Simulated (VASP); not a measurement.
A run of VASP 6.6.1:

The input INCAR:

```
SYSTEM = CdF2
  PREC = Accurate
  ENCUT = 600
  EDIFF = 1E-6
  ISMEAR = -1
  SIGMA = 0.05
  LREAL = .False.
  LASPH = .True.
  NELM = 100
  ALGO = Normal
  ISIF = 3
  LWAVE = .False.
  LCHARG = .False.
  GGA = B5
  ALDAX = 1.0
  AGGAX = 1.0
  AGGAC = 1.0
  ALDAC = 0.0
  IVDW = 12
  VDW_S6 = 1.0
  VDW_S8 = 2.6996
  VDW_A1 = 0.4298
  VDW_A2 = 4.2359
  IBRION = 2
  NSW = 60
  EDIFFG = -0.01
```

Contents of KPOINTS:

```
Automatic mesh
0
Gamma
  9 9 9
  0 0 0
```

Contents of POSCAR:

```
CdF2
1.0
    0.0000000000      2.6940000000      2.6940000000
    2.6940000000      0.0000000000      2.6940000000
    2.6940000000      2.6940000000      0.0000000000
Cd F
1 2
Direct
    0.0000000000      0.0000000000      0.0000000000
    0.7500000000      0.7500000000      0.7500000000
    0.2500000000      0.2500000000      0.2500000000
```

Potentials or basis: VASP PAW PBE potentials, release 64 (Cd, F).

Run with:

```bash
$ cat potpaw_PBE.64/Cd/POTCAR potpaw_PBE.64/F/POTCAR > POTCAR
$ mpirun -np 1 vasp_std > vasp.out
```

Hardware: 1 thread of AMD EPYC 7R13, with other jobs on the host.

Problem. How long does it take, and how much memory?

Solution. Wall time 2.8 min on 1 thread of AMD EPYC 7R13, on a shared host, peak memory 0.17 GiB. Counts: scf iterations 30, k points 35, ion steps 3.
